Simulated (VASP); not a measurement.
**P: single point with PBE**

P:

```
P
1.0
     2.50001    0.00000    0.00000
     0.00000    2.50001    0.00000
     0.00000    0.00000    2.36749
P
1
Direct
  0.00000 0.00000 0.50000
```

The cell was generated, and may not be a known phase.

```json
{"Program": "VASP 6.6.1", "Task": "single point", "Functional": "PBE", "Potentials or basis": "VASP PAW PBE potentials, release 64 (P)", "Cutoff": "520 eV", "k mesh": "8 × 8 × 6", "Occupations": "gaussian, width 0.1 eV", "Spin": "no spin polarisation", "Dipole correction": "no", "Further INCAR settings": "ALGO = Normal; EDIFF = 1e-06; NBANDS = 8"}
```

* Pressure: -0.2 GPa
* Band gap on the k mesh: zero (an odd number of electrons rules out a gap without spin polarisation)

Stress tensor (GPa, compression positive):
```
-0.16  0.00  0.00
 0.00 -0.16  0.00
 0.00  0.00 -0.39
```

Levels at points of the mesh, in eV from the Fermi level:
| k point | band 1 | band 2 | band 3 | band 4 | band 5 | band 6 | band 7 |
| --- | --- | --- | --- | --- | --- | --- | --- |
| (0.00, 0.00, 0.00) | -16.55 | 3.99 | 3.99 | 6.30 | 6.31 | 6.79 | 14.10 |
| (0.50, 0.00, 0.00) | -12.65 | -8.69 | 6.52 | 8.78 | 8.98 | 13.50 | 15.60 |
| (0.50, 0.50, 0.00) | -8.51 | -5.57 | -5.57 | 0.84 | 11.06 | 16.74 | 17.83 |
| (0.00, 0.00, 0.50) | -11.58 | -8.79 | 7.29 | 7.29 | 9.39 | 13.29 | 13.29 |
| (0.50, 0.00, 0.50) | -7.28 | -5.80 | -4.77 | 0.95 | 9.61 | 15.56 | 16.52 |
| (0.50, 0.50, 0.50) | -3.09 | -2.00 | -1.96 | -1.96 | 4.31 | 4.31 | 5.08 |

Wall time 3.1 s on 1 thread of AMD EPYC 9R45 96-Core Processor (Zen 5) (shared host), peak memory 0.08 GiB.

Caveat: the k points lie up to 0.44 Å⁻¹ apart, too coarse for converged energies and pressures of a metal; an odd number of electrons without spin polarisation forces a metal; a magnetic or distorted state may lie lower.
